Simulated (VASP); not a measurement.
# CoO (P-6m2) in VASP: a series of runs, part 2 of 2

VASP 6.6.1. The steps go on from the part before.

### 3 Single point, PBE, collinear spin, ferromagnetic start (volume scaled by 1.02)

File INCAR:

```
PREC = Accurate
ENCUT = 520
EDIFF = 1E-6
ISMEAR = -1
SIGMA = 0.05
LREAL = F
LASPH = T
NELM = 150
ALGO = Normal
ISIF = 2
LWAVE = F
LCHARG = F
ISPIN = 2
MAGMOM = 2 0
LORBIT = 11
LMAXMIX = 4
GGA = PE
NBANDS = 18
```

File KPOINTS:

```
Automatic mesh
0
Gamma
  11 11 10
```

File POSCAR:

```
CoO
1.0
    2.8471820029      0.0000000000      0.0000000000
   -1.4235960345      2.4657323933      0.0000000000
    0.0000000000      0.0000000000      2.7397451611
Co O
1 1
Direct
    0.0000000000      0.0000000000      0.5000000000
    0.6666700000      0.3333300000      0.0000000000
```

Potentials or basis: VASP PAW PBE potentials, release 64 (Co, O).

On the command line:

```
$ cat potpaw_PBE.64/Co/POTCAR potpaw_PBE.64/O/POTCAR > POTCAR
$ mpirun -np 1 vasp_std > vasp.out
```

OUTCAR:

```text
PREC = Accurate
   ENCUT = 520
   EDIFF = 1E-6
   ISMEAR = -1
   LREAL = F
   LASPH = T
   NELM = 150
   ISIF = 2
   ISPIN = 2
   LORBIT = 11
   GGA = PE

 ion  position               nearest neighbor table
   1  0.000  0.000  0.500-   2 2.14   2 2.14   2 2.14   2 2.14   2 2.14   2 2.14
   2  0.667  0.333  0.000-   1 2.14   1 2.14   1 2.14   1 2.14   1 2.14   1 2.14

  LATTYP: Found a hexagonal cell.
 ALAT       =     2.8471820029
 C/A-ratio  =     0.9622655518

  Lattice vectors:

 A1 = (   2.8471820029,   0.0000000000,   0.0000000000)
 A2 = (  -1.4235960345,   2.4657323933,   0.0000000000)
 A3 = (   0.0000000000,   0.0000000000,   2.7397451611)

Analysis of symmetry for initial positions (statically):
=====================================================================
 Subroutine PRICEL returns:
 Original cell was already a primitive cell.

 Routine SETGRP: Setting up the symmetry group for a
 hexagonal supercell.

 Subroutine GETGRP returns: Found  4 space group operations
 (whereof  4 operations were pure point group operations)
 out of a pool of 24 trial point group operations.

The static configuration has the point symmetry C_2v.

Analysis of symmetry for dynamics (positions and initial velocities):
=====================================================================
 Subroutine PRICEL returns:
 Original cell was already a primitive cell.

 Routine SETGRP: Setting up the symmetry group for a
 hexagonal supercell.

 Subroutine GETGRP returns: Found  4 space group operations
 (whereof  4 operations were pure point group operations)
 out of a pool of 24 trial point group operations.

The dynamic configuration has the point symmetry C_2v.

Analysis of structural, dynamic, and magnetic symmetry:
=====================================================================
 Subroutine PRICEL returns:
 Original cell was already a primitive cell.

[... 140 lines left out ...]
  volume of cell :       19.23
 maximum number of plane-waves:       532
 NGX is ok and might be reduce to    24
   NGX = 11   NGY = 11   NGZ = 11

 number of electron      15.0000010 magnetization       2.9999986

 Free energy of the ion-electron system (eV)
  ---------------------------------------------------
  ext. energy  EPLUGINS =         0.00000000
  ---------------------------------------------------
  free energy    TOTEN  =       -12.93417375 eV

  energy without entropy =      -12.90590535  energy(sigma->0) =      -12.92003955

 E-fermi :   7.9360     XC(G=0): -12.4587

 val. band max:        7.9343678139   @ k =   0.3636   0.0000   0.1000
 cond. band min:       7.9426247210   @ k =   0.3636   0.0000   0.5000
 fundamental gap:      0.0082569071
 Fermi energy:         7.9360146549

 spin component 1

 k-point     1 :       0.0000    0.0000    0.0000
  band No.  band energies     occupation
      1     -12.4050      1.00000
      2       3.0543      1.00000
      3       3.0544      1.00000
      4       3.6584      1.00000
      5       4.3667      1.00000
      6       5.0057      1.00000
[... 493 lines left out ...]
     17      36.0323      0.00000
     18      37.7900      0.00000

 [... further k-points ...]

 spin component 2

 k-point     1 :       0.0000    0.0000    0.0000
  band No.  band energies     occupation
      1     -11.7578      1.00000
      2       4.3624      1.00000
      3       4.3624      1.00000
      4       5.0433      1.00000
      5       5.3423      1.00000
      6       8.2291      0.00284
[... 493 lines left out ...]
     17      36.2460      0.00000
     18      38.3224      0.00000

 [... further k-points ...]
[... 5 lines left out ...]
  --------------------------------------------------------------------------------------
  -------------------------------------------------------------------------------------
  Total       -0.4079417     -0.4079280     -0.5975728      0.0000128      0.0000000      0.0000000
  in kB      -33.9810921    -33.9799556    -49.7771549      0.0010643      0.0000000      0.0000000
  external PRESSURE =     -39.2460675 kB  Pullay stress =       0.0000000 kB

 VOLUME and BASIS-vectors are now :
 -----------------------------------------------------------------------------
  energy-cutoff  :      520.00
  volume of cell :       19.23
      direct lattice vectors                 reciprocal lattice vectors
     2.847182003  0.000000000  0.000000000     0.351224474  0.202780224  0.000000000
    -1.423596035  2.465732393  0.000000000     0.000000000  0.405559015  0.000000000
     0.000000000  0.000000000  2.739745161     0.000000000  0.000000000  0.364997451

 POSITION                                       TOTAL-FORCE (eV/Angst)
 -----------------------------------------------------------------------------------
      0.00000      0.00000      1.36987         0.000031     -0.000018      0.000000
      1.42360      0.82190      0.00000        -0.000031      0.000018      0.000000
 -----------------------------------------------------------------------------------
    total drift:                                0.000016      0.000023      0.000000

  FREE ENERGIE OF THE ION-ELECTRON SYSTEM (eV)
  ---------------------------------------------------
  free  energy   TOTEN  =       -12.9341737526 eV

  energy  without entropy=      -12.9059053494  energy(sigma->0) =      -12.92003955

 total charge

# of ion       s       p       d       tot
------------------------------------------
    1        0.303   0.379   7.132   7.814
    2        1.564   3.394   0.000   4.957
--------------------------------------------------
tot          1.867   3.772   7.132  12.771

 magnetization (x)

# of ion       s       p       d       tot
------------------------------------------
    1        0.006   0.008   2.537   2.551
    2        0.025   0.377   0.000   0.402
--------------------------------------------------
tot          0.032   0.384   2.537   2.954
```

OSZICAR:

```text
N       E                     dE             d eps       ncg     rms          rms(c)
DAV:   1     0.755623054310E+02    0.75562E+02   -0.69611E+03 16200   0.997E+02
DAV:   2    -0.108619395616E+02   -0.86424E+02   -0.74876E+02 15976   0.222E+02
DAV:   3    -0.156091025018E+02   -0.47472E+01   -0.45959E+01 17556   0.550E+01
DAV:   4    -0.156536586514E+02   -0.44556E-01   -0.44529E-01 18160   0.505E+00
DAV:   5    -0.156545644471E+02   -0.90580E-03   -0.90573E-03 18052   0.768E-01    0.169E+01
DAV:   6    -0.148644008532E+02    0.79016E+00   -0.19354E+01 19974   0.660E+01    0.247E+01
DAV:   7    -0.131939321868E+02    0.16705E+01   -0.10334E+01 18308   0.563E+01    0.864E+00
DAV:   8    -0.129586522748E+02    0.23528E+00   -0.63935E-01 22086   0.130E+01    0.381E+00
DAV:   9    -0.129796369072E+02   -0.20985E-01   -0.41084E-01 22774   0.101E+01    0.261E+00
DAV:  10    -0.129324722972E+02    0.47165E-01   -0.15737E-01 22310   0.768E+00    0.610E-01
DAV:  11    -0.129347166171E+02   -0.22443E-02   -0.10438E-02 19346   0.965E-01    0.276E-01
DAV:  12    -0.129344889846E+02    0.22763E-03   -0.18336E-03 22488   0.577E-01    0.238E-01
DAV:  13    -0.129342673601E+02    0.22162E-03   -0.25747E-03 18884   0.667E-01    0.103E-01
DAV:  14    -0.129342039560E+02    0.63404E-04   -0.12048E-04 19318   0.114E-01    0.617E-02
DAV:  15    -0.129341779575E+02    0.25998E-04   -0.11086E-04 20492   0.128E-01    0.257E-02
DAV:  16    -0.129341737733E+02    0.41842E-05   -0.11012E-05 19928   0.343E-02    0.145E-02
DAV:  17    -0.129341737526E+02    0.20707E-07   -0.17996E-06 10038   0.194E-02
   1 F= -.12934174E+02 E0= -.12920040E+02  d E =-.282684E-01  mag=     3.0002
```

stdout:

```text
POSCAR found type information on POSCAR CoO
 POSCAR found :  2 types and       2 ions
 scaLAPACK will be used
 LDA part: xc-table for (Slater+PW92), standard interpolation
 POSCAR, INCAR and KPOINTS ok, starting setup
 FFT: planning ... GRIDC
 FFT: planning ... GRID_SOFT
 FFT: planning ... GRID
 WAVECAR not read
 entering main loop
```

Wall time 50 s (1 thread of Intel Xeon 6975P-C (Granite Rapids), shared host); peak memory 0.23 GiB.

Results:

| Item | Value |
| --- | --- |
| Free energy | -12.9342 eV |
| Pressure | -3.9 GPa |
| Band gap on the k mesh | zero (filled and empty bands overlap) |
| Net moment | 3.00 μB per cell |
| Site moments | Co +2.55; O +0.40 μB |
| Valence electrons inside the program's atomic spheres | Co 7.81; O 4.96 |

Stress tensor (GPa, compression positive):
```
-3.40  0.00  0.00
 0.00 -3.40  0.00
 0.00  0.00 -4.98
```

Levels at points of the mesh, in eV from the Fermi level:
Spin up:
```
           k point  band 6  band 7  band 8  band 9  band 10  band 11  band 12  band 13
(0.00, 0.00, 0.00)   -2.93   -2.93   -1.02   -1.02     0.61    14.60    15.98    15.98
(0.00, 0.00, 0.50)   -3.25   -2.16   -1.26   -1.26     6.73     6.79    21.16    21.16
```
Spin down:
| k point | band 2 | band 3 | band 4 | band 5 | band 6 | band 7 | band 8 | band 9 | band 10 | band 11 |
| --- | --- | --- | --- | --- | --- | --- | --- | --- | --- | --- |
| (0.00, 0.00, 0.00) | -3.57 | -3.57 | -2.89 | -2.59 | 0.29 | 0.29 | 0.80 | 0.80 | 1.21 | 14.99 |
| (0.00, 0.00, 0.50) | -8.09 | -2.93 | -2.93 | -0.95 | -0.95 | -0.13 | 0.95 | 0.95 | 7.24 | 7.41 |

Caveat: a cell with one magnetic atom can't hold antiferromagnetic order, which such compounds often take; semilocal functionals often make such compounds metallic where correlation or magnetic order opens a gap, which also shifts bond lengths.
